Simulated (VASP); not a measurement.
Set up this calculation in VASP 6.6.1, as the native input.

```
Task                   : relaxation of cell and atoms
Functional             : PBE
Potentials or basis    : VASP PAW PBE potentials, release 64 (Al, C)
Cutoff                 : 600 eV
k mesh                 : 7 × 7 × 7
Occupations            : fermi-dirac, width 0.1 eV
Spin                   : no spin polarisation
Target pressure        : 20 GPa
Dipole correction      : no
Further INCAR settings : ALGO = Normal; EDIFF = 1e-06; IBRION = 2; EDIFFG = -0.05; NSW = 80; ISIF = 3
```

The structure of AlC3 lies in POSCAR:

```
AlC3
1.0
    3.2079290000      0.0000000000      0.0000000000
    0.0000000000      3.2079290000      0.0000000000
    0.0000000000      0.0000000000      3.2079290000
Al C
1 3
Direct
    0.0000000000      0.0000000000      0.0000000000
    0.0000000000      0.5000000000      0.5000000000
    0.5000000000      0.0000000000      0.5000000000
    0.5000000000      0.5000000000      0.0000000000
```

One way to write it, as run:

INCAR

```
  PREC = Accurate
  ENCUT = 600
  EDIFF = 1E-6
  ISMEAR = -1
  SIGMA = 0.1
  LREAL = False
  LASPH = True
  NELM = 60
  ALGO = Normal
  ISIF = 3
  LWAVE = False
  LCHARG = False
  GGA = PE
  IBRION = 2
  NSW = 80
  EDIFFG = -0.05
  PSTRESS = 200.0
```

KPOINTS

```
Automatic mesh
0
Gamma
  7 7 7
```

Potentials or basis: VASP PAW PBE potentials, release 64 (Al, C).

Run with:

```console
$ cat potpaw_PBE.64/Al/POTCAR potpaw_PBE.64/C/POTCAR > POTCAR
$ mpirun -np 1 vasp_std > vasp.out
```

It gave:

```yaml
Relaxed_volume: 7.46 Å³/atom
Relaxed_cell: a = 3.102 Å, b = 3.102 Å, c = 3.102 Å, α = 90.00°, β = 90.00°, γ = 90.00°
Space_group_after_relaxing_to_0.05_Å: Pm-3m (No. 221)
Energy_change_on_relaxing_the_enthalpy_is_what_falls: +45.0 meV/atom
Ionic_steps: 3
Pressure_after_relaxing: 20.0 GPa
```

Caveat: the cell is relaxed towards a set pressure, so the enthalpy falls and the energy may rise.

Wall time 19 s on 1 thread of Intel Xeon 6975P-C (shared host), peak memory 0.15 GiB.
